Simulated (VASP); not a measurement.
Mg3Sn2N2, 7 atoms in the cell. Symmetry: P-6m2, No. 187, hexagonal system. The conventional cell has a = 5.278 Å, b = 5.278 Å, c = 5.051 Å, α = 90.00°, β = 90.00°, γ = 120.00°. Within 2.1 Å of Mg (site symmetry mm2) lie 2 N at 1.60 Å. Within 4.0 Å of Sn (site symmetry -6m2) lie 6 Mg at 2.96 Å and 6 N at 3.62 Å and 6 Sn at 3.96 Å. Within 3.5 Å of Sn (site symmetry -6m2) lie 6 Mg at 2.64 Å and 6 N at 3.10 Å. Within 1.5 Å of N (site symmetry 3m) lie 1 N at 1.14 Å. The cell was built from a structure type or drawn by symmetry, and may not be a known phase.

* Program: VASP 6.6.1
* Task: relaxation of cell and atoms
* Functional: PBE
* Potentials or basis: VASP PAW PBE potentials, release 64 (Mg, Sn_d, N)
* Cutoff: 600 eV
* k mesh: 4 × 4 × 3
* Occupations: gaussian, width 0.2 eV
* Spin: no spin polarisation
* Dipole correction: no
* Further INCAR settings: ALGO = Normal; EDIFF = 1e-06; IBRION = 2; EDIFFG = -0.08; NSW = 36; ISIF = 3

Potentials or basis: VASP PAW PBE potentials, release 64 (Mg, Sn_d, N).

Command:

```console
$ cat potpaw_PBE.64/Mg/POTCAR potpaw_PBE.64/Sn_d/POTCAR potpaw_PBE.64/N/POTCAR > POTCAR
$ mpirun -np 1 vasp_std > vasp.out
```

Hardware: 1 thread of Intel(R) Xeon(R) 6975P-C (Granite Rapids), with other jobs on the host.

**Question.** How long does it take, and how much memory?

**Answer.** It took 5.4 min on 1 thread of Intel(R) Xeon(R) 6975P-C (Granite Rapids), with other jobs on the host, peak memory 0.28 GiB. Counts: scf iterations 232, k points 8, ion steps 20.
